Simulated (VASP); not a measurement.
A run of VASP 6.6.1:

File POSCAR:

```
CdO2
1.0
    3.4762300000      0.0000000000      0.0000000000
   -1.7381150000      3.0105034894      0.0000000000
    0.0000000000      0.0000000000      4.1480760000
Cd O
1 2
Direct
    0.0000000000      0.0000000000      0.0000000000
    0.6666666667      0.3333333333      0.7557800000
    0.3333333333      0.6666666667      0.2442200000
```

Contents of INCAR.step1:

```
SYSTEM = CdO2
  PREC = Accurate
  ENCUT = 520
  ISMEAR = -1
  SIGMA = 0.1
  LREAL = .FALSE.
  LASPH = .TRUE.
  NELM = 60
  NBANDS = 19
  GGA = PE
  ALGO = Normal
  EDIFF = 1E-4
  LWAVE = .TRUE.
  LCHARG = .FALSE.
```

Contents of INCAR.step2:

```
SYSTEM = CdO2
  PREC = Accurate
  ENCUT = 520
  EDIFF = 1E-6
  ISMEAR = -1
  SIGMA = 0.1
  LREAL = .FALSE.
  LASPH = .TRUE.
  NELM = 60
  ALGO = Normal
  ISIF = 2
  LWAVE = .FALSE.
  LCHARG = .FALSE.
  METAGGA = R2SCAN
  LMIXTAU = .TRUE.
  NBANDS = 19
  ISTART = 1
```

Contents of KPOINTS:

```
regular mesh
0
G
  5 5 4
  0 0 0
```

Potentials or basis: VASP PAW PBE potentials, release 64 (Cd, O).

Launch:

```console
$ cat potpaw_PBE.64/Cd/POTCAR potpaw_PBE.64/O/POTCAR > POTCAR
$ cp INCAR.step1 INCAR
$ mpirun -np 1 vasp_std > vasp.out
$ cp INCAR.step2 INCAR
$ mpirun -np 1 vasp_std > vasp.out
```

Hardware: 1 thread of Intel Xeon 8259CL (shared host).

Task: How long does it take, and how much memory?

Result: Run time: 93 s on 1 thread of Intel Xeon 8259CL, on a shared host, peak memory 0.17 GiB. Counts: k points 17.
